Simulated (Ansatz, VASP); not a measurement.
AlV2C in VASP and in Ansatz

```
Al V C
1.0
     2.87790    0.00000    0.00000
    -1.43895    2.49233    0.00000
     0.00000    0.00000   13.02839
Al V C
2 4 2
Direct
  0.33333 0.66667 0.25000
  0.66667 0.33333 0.75000
  0.33333 0.66667 0.58494
  0.66667 0.33333 0.41506
  0.66667 0.33333 0.08494
  0.33333 0.66667 0.91506
  0.00000 0.00000 0.00000
  0.00000 0.00000 0.50000
```

Alike in both runs: functional PBEsol; k mesh 9 × 9 × 2; occupations gaussian, width 0.1 eV; no spin polarisation.

Ansatz relaxed the structure, and its values are those at the end. VASP's run is a single point on that final structure, the one shown.

```csv
,VASP,Ansatz
version,VASP 6.6.1,Ansatz 0.2.0
potentials or method,"VASP PAW PBE potentials, release 64 (Al, V_sv, C), cutoff 520 eV","scalar-relativistic, plane waves, PAW"
valence electrons in the cell,66,66
```

```csv
,VASP,Ansatz,Ansatz less VASP
gap on the k mesh at the Fermi level (eV),none,none,-
pressure (GPa),0.5,0.1,-0.39
rms of the force components (eV/Å),0.017,0.002,-0.0147
```

VASP's potentials were made for PBE, not for PBEsol. A gap of «none» marks a metal or a gap that the smearing closes. With one functional, cell and mesh, what is left measures potentials, basis and numerics.
